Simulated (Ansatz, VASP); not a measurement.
One calculation of PbS, two programs

```
Pb S
1.0
     4.16428    0.00000    0.00000
    -2.08214    3.60637    0.00000
     0.00000    0.00000    7.40635
Pb S
2 2
Direct
  0.00000 0.00000 0.00000
  0.00000 0.00000 0.50000
  0.33333 0.66667 0.25000
  0.66667 0.33333 0.75000
```

Alike in both runs: task single point; functional r2SCAN; k mesh 6 × 6 × 4; occupations fermi-dirac, width 0.02 eV; no spin polarisation.

```csv
,VASP,Ansatz
version,VASP 6.6.1,Ansatz 0.2.0
potentials or method,"VASP PAW PBE potentials, release 64 (Pb_d, S)","plane waves, PAW"
plane-wave cutoff (eV),520,500
valence electrons in the cell,40,40
```

```tsv
	VASP	Ansatz	Ansatz less VASP
pressure (GPa)	-1.6	-1.6	+0.02
traceless stress, the component that is largest in VASP (GPa)	-0.26	-0.27	-0.004
```

VASP's potentials were made for PBE, not for r2SCAN.

Spin-orbit coupling is off throughout.
